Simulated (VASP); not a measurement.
# TiTe3 (P6/mmm) in VASP: relaxation of cell and atoms with PBE

Aim: the relaxation of cell and atoms of TiTe3 with PBE.

Program: VASP 6.6.1. These are calculated values, not measurements. Logs are shortened: lines on timing, memory, paths and dates and some standing lists are left out, and cuts for length are marked.

**1. The cell of the first run**

The structure is hexagonal, space group P6/mmm (No. 191). Conventional cell: a = 5.226 Å, b = 5.226 Å, c = 5.318 Å, α = 90.00°, β = 90.00°, γ = 120.00°. Ti (site symmetry 6/mmm) has 8 Te at 2.66 to 3.02 Å within 3.5 Å. Te (site symmetry 6/mmm) has 2 Ti at 2.66 Å within 3.5 Å. Within 4.1 Å of Te (site symmetry -6m2) lie 9 Te at 3.02 to 4.02 Å and 3 Ti at 3.02 Å.

**2. Relaxation of cell and atoms, PBE**

File INCAR:

```
SYSTEM = TiTe3
ALGO = Normal
EDIFF = 1E-7
EDIFFG = -0.01
ENCUT = 500
GGA = PE
GGA_COMPAT = .False.
IBRION = 2
ISIF = 3
ISMEAR = 0
LASPH = .True.
LCHARG = .False.
LREAL = .False.
LWAVE = .False.
NELM = 120
NELMIN = 4
NSW = 100
PREC = Accurate
SIGMA = 0.1
```

File KPOINTS:

```
k-points
0
Gamma
  12 12 10
  0 0 0
```

File POSCAR:

```
TiTe3
1.0
    5.2264958412      0.0000000000      0.0000000000
   -2.6132479206      4.5262781712      0.0000000000
    0.0000000000      0.0000000000      5.3178999702
Ti Te
1 3
Direct
    0.0000000000      0.0000000000      0.0000000000
    0.0000000000      0.0000000000      0.5000000000
    0.3333333333      0.6666666667      0.0000000000
    0.6666666667      0.3333333333      0.0000000000
```

Potentials or basis: VASP PAW PBE potentials, release 64 (Ti_sv, Te).

Started as:

```bash
$ cat potpaw_PBE.64/Ti_sv/POTCAR potpaw_PBE.64/Te/POTCAR > POTCAR
$ mpirun -np 1 vasp_std > vasp.out
```

OUTCAR:

```text
SYSTEM = TiTe3
   EDIFF = 1E-7
   EDIFFG = -0.01
   ENCUT = 500
   GGA = PE
   IBRION = 2
   ISIF = 3
   ISMEAR = 0
   LASPH = .True.
   LREAL = .False.
   NELM = 120
   NELMIN = 4
   NSW = 100
   PREC = Accurate

 ion  position               nearest neighbor table
   1  0.000  0.000  0.000-   2 2.66   2 2.66   4 3.02   3 3.02   3 3.02   4 3.02   4 3.02   3 3.02

   2  0.000  0.000  0.500-   1 2.66   1 2.66
   3  0.333  0.667  0.000-   4 3.02   1 3.02   4 3.02   1 3.02   1 3.02   4 3.02
   4  0.667  0.333  0.000-   3 3.02   1 3.02   3 3.02   1 3.02   1 3.02   3 3.02

  LATTYP: Found a hexagonal cell.
 ALAT       =     5.2264958412
 C/A-ratio  =     1.0174886065

  Lattice vectors:

 A1 = (   5.2264958412,   0.0000000000,   0.0000000000)
 A2 = (  -2.6132479206,   4.5262781712,   0.0000000000)
 A3 = (   0.0000000000,   0.0000000000,   5.3178999702)

Analysis of symmetry for initial positions (statically):
=====================================================================
 Subroutine PRICEL returns:
 Original cell was already a primitive cell.

 Routine SETGRP: Setting up the symmetry group for a
 hexagonal supercell.

 Subroutine GETGRP returns: Found 24 space group operations
 (whereof 24 operations were pure point group operations)
 out of a pool of 24 trial point group operations.

The static configuration has the point symmetry D_6h.

Analysis of symmetry for dynamics (positions and initial velocities):
=====================================================================
 Subroutine PRICEL returns:
 Original cell was already a primitive cell.

 Routine SETGRP: Setting up the symmetry group for a
 hexagonal supercell.

 Subroutine GETGRP returns: Found 24 space group operations
 (whereof 24 operations were pure point group operations)
 out of a pool of 24 trial point group operations.

The dynamic configuration has the point symmetry D_6h.

 Subroutine INISYM returns: Found 24 space group operations
 (whereof 24 operations are pure point group operations),
 and found     1 'primitive' translations

[... 88 lines left out ...]
 SYSTEM =  TiTe3
   PREC   = accura    normal or accurate (medium, high low for compatibility)
   ISTART =      0    job   : 0-new  1-cont  2-samecut
   ICHARG =      2    charge: 1-file 2-atom 10-const
   ISPIN  =      1    spin polarized calculation?
   LNONCOLLINEAR =      F non collinear calculations
   LSORBIT =      F    spin-orbit coupling
   LASPH  =      T    aspherical Exc in radial PAW
   ENCUT  =  500.0 eV  36.75 Ry    6.06 a.u.   9.53  9.53  9.70*2*pi/ulx,y,z
   NELM   =    120;   NELMIN=  4; NELMDL= -5     # of ELM steps
   EDIFF  = 0.1E-06   stopping-criterion for ELM
   LREAL  =      F    real-space projection
   EDIFFG = -.1E-01   stopping-criterion for IOM
   NSW    =    100    number of steps for IOM
   IBRION =      2    ionic relax: 0-MD 1-quasi-New 2-CG
   NFREE  =      1    steps in history (QN), initial steepest desc. (CG)
   ISIF   =      3    stress and relaxation
   ISYM   =      2    0-nonsym 1-usesym 2-fastsym
   POTIM  = 0.5000    time-step for ionic-motion
   TEBEG  =    0.0;   TEEND  =   0.0 temperature during run
   PSTRESS=    0.0 pullay stress
   NELECT =      30.0000    total number of electrons
   NUPDOWN=      -1.0000    fix difference up-down
   EMIN   =  10.00;   EMAX   =-10.00  energy-range for DOS
   EFERMI =   0.00;   METHOD = LEGACY
   ISMEAR =     0;   SIGMA  =   0.10  broadening in eV -4-tet -1-fermi 0-gaus
   EFERMI_NEDOS =   21; number of points for ismear=-14 and -15
   IALGO  =     38    algorithm
   IMIX   =      4    mixing-type and parameters
     AMIX     =   0.40;   BMIX     =  1.00
     AMIX_MAG =   1.60;   BMIX_MAG =  1.00
  volume/ion in A,a.u.               =      31.45       212.24
  Fermi-wavevector in a.u.,A,eV,Ry     =   1.015199  1.918448 14.022563  1.030629
  Thomas-Fermi vector in A             =   2.148471
   LORBIT       =      0    0 simple, 1 ext, 2 COOP (PROOUT), +10 PAW based schemes
   GGA     = PE    functional components
   LHFCALC =     F    Hartree Fock is set to
   AEXX    =    0.0000 exact exchange contribution
   IVDW    =     0    specifies the selected vdW correction
   LEPSILON=     F    determine dielectric tensor
   LRPA    =     F    only Hartree local field effects (RPA)
 conjugate gradient relaxation of ions
 non-spin polarized calculation
 Gauss-broadening in eV      SIGMA  =   0.10
  energy-cutoff  :      500.00
  volume of cell :      125.80
 maximum number of plane-waves:      3247
 NGX is ok and might be reduce to    40
   NGX = 19   NGY = 19   NGZ = 19

 number of electron      30.0000003 magnetization

 Free energy of the ion-electron system (eV)
  ---------------------------------------------------
  ext. energy  EPLUGINS =         0.00000000
  ---------------------------------------------------
  free energy    TOTEN  =       -17.70506533 eV

  energy without entropy =      -17.68071938  energy(sigma->0) =      -17.69289235

 E-fermi :   5.2604     XC(G=0):  -9.0708

 val. band max:        5.2574258972   @ k =   0.1667   0.0000   0.4000
 cond. band min:       5.2713035887   @ k =   0.2500   0.1667   0.3000
 fundamental gap:      0.0138776915
 Fermi energy:         5.2604420124

 k-point     1 :       0.0000    0.0000    0.0000
  band No.  band energies     occupation
      1     -52.1099      2.00000
      2     -28.4828      2.00000
      3     -28.3092      2.00000
      4     -28.3092      2.00000
      5      -7.5975      2.00000
      6      -5.0628      2.00000
[... 505 lines left out ...]
      6      -5.2250      2.00000
[... 11 lines left out ...]
     18       6.3387      0.00000
     19       6.8761      0.00000

 [... further k-points ...]
[... 5 lines left out ...]
  --------------------------------------------------------------------------------------
  -------------------------------------------------------------------------------------
  Total        0.0144581      0.0144581     -0.0205921      0.0000000      0.0000000     -0.0000000
  in kB        0.1841317      0.1841317     -0.2622517      0.0000000      0.0000000     -0.0000000
  external PRESSURE =       0.0353372 kB  Pullay stress =       0.0000000 kB

 VOLUME and BASIS-vectors are now :
 -----------------------------------------------------------------------------
  energy-cutoff  :      500.00
  volume of cell :      125.80
      direct lattice vectors                 reciprocal lattice vectors
     5.226495841  0.000000000  0.000000000     0.191332784  0.110466034  0.000000000
    -2.613247921  4.526278171  0.000000000     0.000000000  0.220932069  0.000000000
     0.000000000  0.000000000  5.317899970     0.000000000  0.000000000  0.188044154

 POSITION                                       TOTAL-FORCE (eV/Angst)
 -----------------------------------------------------------------------------------
      0.00000      0.00000      0.00000        -0.000000      0.000000      0.000000
      0.00000      0.00000      2.65895        -0.000000      0.000000      0.000000
     -0.00000      3.01752      0.00000         0.000000      0.000000      0.000000
      2.61325      1.50876      0.00000        -0.000000      0.000000     -0.000000
 -----------------------------------------------------------------------------------
    total drift:                                0.000000     -0.000000      0.000000

  FREE ENERGIE OF THE ION-ELECTRON SYSTEM (eV)
  ---------------------------------------------------
  free  energy   TOTEN  =       -17.7050653317 eV

  energy  without entropy=      -17.6807193750  energy(sigma->0) =      -17.69289235

 reached required accuracy - stopping structural energy minimisation
```

OSZICAR:

```text
N       E                     dE             d eps       ncg     rms          rms(c)
DAV:   1     0.218158723439E+03    0.21816E+03   -0.12549E+04  4404   0.136E+03
DAV:   2     0.248033917034E+01   -0.21568E+03   -0.20994E+03  4988   0.318E+02
DAV:   3    -0.192476477488E+02   -0.21728E+02   -0.20886E+02  7674   0.921E+01
[... 11 lines left out ...]
DAV:  15    -0.177050653861E+02    0.14503E-04   -0.88775E-05  6771   0.656E-02    0.142E-02
DAV:  16    -0.177050645609E+02    0.82522E-06   -0.43623E-06  5961   0.149E-02    0.610E-03
DAV:  17    -0.177050660219E+02   -0.14610E-05   -0.96170E-06  6664   0.202E-02    0.134E-02
DAV:  18    -0.177050652519E+02    0.77006E-06   -0.36867E-06  6122   0.145E-02    0.359E-03
DAV:  19    -0.177050653317E+02   -0.79856E-07   -0.83958E-08  3027   0.195E-03
   1 F= -.17705065E+02 E0= -.17692892E+02  d E =-.177051E+02
```

CONTCAR:

```text
TiTe3
   1.00000000000000
     5.2264958412000002    0.0000000000000000    0.0000000000000000
    -2.6132479206000001    4.5262781712000004    0.0000000000000000
     0.0000000000000000    0.0000000000000000    5.3178999702000000
  Ti              Te
     1     3
Direct
     0.0000000000000000    0.0000000000000000    0.0000000000000000
     0.0000000000000000    0.0000000000000000    0.5000000000000000
     0.3333333332999970    0.6666666667000030    0.0000000000000000
     0.6666666667000030    0.3333333332999970    0.0000000000000000

  0.00000000E+00  0.00000000E+00  0.00000000E+00
  0.00000000E+00  0.00000000E+00  0.00000000E+00
  0.00000000E+00  0.00000000E+00  0.00000000E+00
  0.00000000E+00  0.00000000E+00  0.00000000E+00
```

Wall time 7.5 min (1 thread of Intel Xeon 8259CL, shared host); peak memory 0.42 GiB.

Results:

* Free energy: -17.7051 eV
* Pressure after relaxing: 0.0 GPa
* Band gap on the k mesh: zero (bands 15 and 16 overlap by 0.86 eV)

Final structure:
```
CELL_PARAMETERS angstrom
5.22650 0.00000 0.00000
-2.61325 4.52628 0.00000
0.00000 0.00000 5.31790
ATOMIC_POSITIONS crystal
Ti 0.00000 0.00000 0.00000
Te 0.00000 0.00000 0.50000
Te 0.33333 0.66667 0.00000
Te 0.66667 0.33333 0.00000
```

Levels at points of the mesh, in eV from the Fermi level:
| k point | band 12 | band 13 | band 14 | band 15 | band 16 | band 17 | band 18 | band 19 |
| --- | --- | --- | --- | --- | --- | --- | --- | --- |
| (0.00, 0.00, 0.00) | -2.02 | -0.27 | 0.28 | 0.28 | 0.63 | 0.81 | 0.81 | 1.15 |
| (0.50, 0.00, 0.00) | -1.47 | -0.75 | -0.60 | -0.41 | 0.19 | 0.90 | 1.03 | 1.28 |
| (0.00, 0.00, 0.50) | -1.70 | -1.70 | -0.95 | -0.95 | 0.28 | 1.84 | 1.84 | 1.87 |
| (0.50, 0.00, 0.50) | -1.91 | -1.28 | -0.74 | 0.53 | 0.81 | 1.04 | 1.57 | 1.78 |

Caveat: the relaxation stopped at its first step, so nothing moved; spin-orbit coupling is left out, which moves the levels of the heavy elements.
